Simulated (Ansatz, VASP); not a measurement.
# One calculation of TaN, two programs

INCAR

```
ALGO = Normal
EDIFF = 1E-6
ENCUT = 520
GGA = PE
ISIF = 2
ISMEAR = 0
LASPH = T
LCHARG = F
LREAL = F
LWAVE = F
NBANDS = 15
NELM = 80
PREC = Accurate
SIGMA = 0.15
```

Contents of KPOINTS:

```
k-points
0
Gamma
  18 18 18
```

Contents of POSCAR:

```
TaN
1.0
    0.0000000000      2.0700500000      2.2879500000
    2.0700500000      0.0000000000      2.2879500000
    2.0700500000      2.0700500000      0.0000000000
Ta N
1 1
Direct
    0.5000000000      0.5000000000      0.5000000000
    0.0000000000      0.0000000000      0.0000000000
```

Input for Ansatz:

```yaml
crystal:
  lattice:
    - [0.0, 2.07005, 2.28795]
    - [2.07005, 0.0, 2.28795]
    - [2.07005, 2.07005, 0.0]
  atoms:
    - { symbol: Ta, position: [0.5, 0.5, 0.5] }
    - { symbol: "N", position: [0.0, 0.0, 0.0] }
basis:
  ecutwfc: 420
kpoints:
  mp_grid: { grid: [18, 18, 18] }
hamiltonian:
  xc: pbe
scf:
  occupations: { method: gaussian, width: 0.15 }
output:
  forces: true
  stress: true
  eigenvalues: true
  write_density: true
  write_potential: true
  elf: true
  volumetric_format: npy
```

Change from the starting cell: strain -0.050 along x and y, +0.050 along z, atoms carried along.

Alike in both runs: task single point; functional PBE; k mesh 18 × 18 × 18; occupations gaussian, width 0.15 eV; no spin polarisation.

```csv
,VASP,Ansatz
version,VASP 6.6.1,Ansatz 0.2.0
potentials or method,"VASP PAW PBE potentials, release 64 (Ta_pv, N), cutoff 520 eV","scalar-relativistic, plane waves, PAW"
valence electrons in the cell,16,18
```

|  | VASP | Ansatz | Ansatz less VASP |
| --- | --- | --- | --- |
| gap on the k mesh at the Fermi level (eV) | none | none | - |
| pressure (GPa) | 49.8 | 48.4 | -1.40 |
| traceless stress, the component that is largest in VASP (GPa) | -43.78 | -43.31 | +0.472 |

A gap of «none» marks a metal or a gap that the smearing closes. Both programs put the cell under a high pressure, so it lies far from rest at this level. VASP's potentials hold 16 valence electrons a cell and Ansatz's 18, so a difference there can come from the potentials and not from the codes.

Neither program's run includes spin-orbit coupling.
